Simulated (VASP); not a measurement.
Here is a VASP 6.6.1 calculation.

File INCAR:

```
ALGO = Normal
EDIFF = 1E-7
ENCUT = 520
GGA = PE
ISIF = 2
ISMEAR = 0
LASPH = True
LCHARG = False
LREAL = False
LWAVE = False
NBANDS = 20
NELM = 60
PREC = Accurate
SIGMA = 0.15
```

KPOINTS

```
k-points
0
Gamma
  14 14 14
```

Contents of POSCAR:

```
GaGe
1.0
    0.0000000000      2.9847793200      2.8109086800
    2.9847793200      0.0000000000      2.8109086800
    2.9847793200      2.9847793200      0.0000000000
Ga Ge
1 1
Direct
    0.7500000000      0.7500000000      0.7500000000
    0.0000000000      0.0000000000      0.0000000000
```

Potentials or basis: VASP PAW PBE potentials, release 64 (Ga_d, Ge_d).

Command:

```bash
$ cat potpaw_PBE.64/Ga_d/POTCAR potpaw_PBE.64/Ge_d/POTCAR > POTCAR
$ mpirun -np 1 vasp_std > vasp.out
```

(1) Estimate the pressure.

(2) Predict the band gap on the k mesh.

Answers

(1) -1.2 GPa.

(2) zero (an odd number of electrons rules out a gap without spin polarisation).

Caveat: the cell differs from its parent crystal (strain +0.030 along x and y, -0.030 along z).
